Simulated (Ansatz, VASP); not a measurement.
One calculation of Sb5Ru3, two programs

```
Sb Ru
1.0
     5.58695    0.00000    0.00000
     0.00000    5.58695    0.00000
     0.00000    0.00000    5.58695
Sb Ru
5 3
Direct
  0.00000 0.50000 0.50000
  0.50000 0.00000 0.50000
  0.50000 0.50000 0.00000
  0.50000 0.50000 0.50000
  0.00000 0.00000 0.00000
  0.50000 0.00000 0.00000
  0.00000 0.50000 0.00000
  0.00000 0.00000 0.50000
```

Alike in both runs: functional PBE; k mesh 8 × 8 × 8; occupations gaussian, width 0.1 eV; no spin polarisation.

Ansatz relaxed the structure, and its values are those at the end. VASP's run is a single point on that final structure, the one shown.

```csv
,VASP,Ansatz
version,VASP 6.6.1,Ansatz 0.2.0
potentials or method,"VASP PAW PBE potentials, release 64 (Sb, Ru_pv), cutoff 520 eV","scalar-relativistic, plane waves, PAW"
valence electrons in the cell,67,123
```

|  | VASP | Ansatz | Ansatz less VASP |
| --- | --- | --- | --- |
| gap on the k mesh at the Fermi level (eV) | none | none | - |
| pressure (GPa) | -0.1 | 0.0 | +0.07 |

A gap of «none» marks a metal or a gap that the smearing closes. With one functional, cell and mesh, what is left measures potentials, basis and numerics. VASP's potentials hold 67 valence electrons a cell and Ansatz's 123, so a difference there can come from the potentials and not from the codes.

Spin-orbit coupling is off throughout.
